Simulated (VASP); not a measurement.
In8P7 (a cell with a defect), 15 atoms in the cell. The cell holds a defect, 15 atoms: a = 8.193 Å, b = 8.193 Å, c = 8.193 Å, α = 60.00°, β = 60.00°, γ = 60.00°. 

| Property | Result |
| --- | --- |
| Program | VASP 6.6.1 |
| Task | single point |
| Functional | PBE |
| Potentials or basis | VASP PAW PBE potentials, release 64 (P, In_d) |
| Cutoff | 520 eV |
| k mesh | 2 × 2 × 2 |
| Occupations | fermi-dirac, width 0.1 eV |
| Spin | no spin polarisation |
| Dipole correction | no |
| Further INCAR settings | LREAL = Auto; ALGO = Normal; EDIFF = 1e-07; NBANDS = 82 |

Potentials or basis: VASP PAW PBE potentials, release 64 (P, In_d).

Launch:

```sh
$ cat potpaw_PBE.64/P/POTCAR potpaw_PBE.64/In_d/POTCAR > POTCAR
$ mpirun -np 1 vasp_std > vasp.out
```

Hardware: 1 thread of Intel(R) Xeon(R) 6975P-C (Granite Rapids), with other jobs on the host.

Task: How long does it take, and how much memory?

Result: It took 5.7 min on 1 thread of Intel(R) Xeon(R) 6975P-C (Granite Rapids), on a shared host, peak memory 0.61 GiB. Counts: scf iterations 18, k points 8.
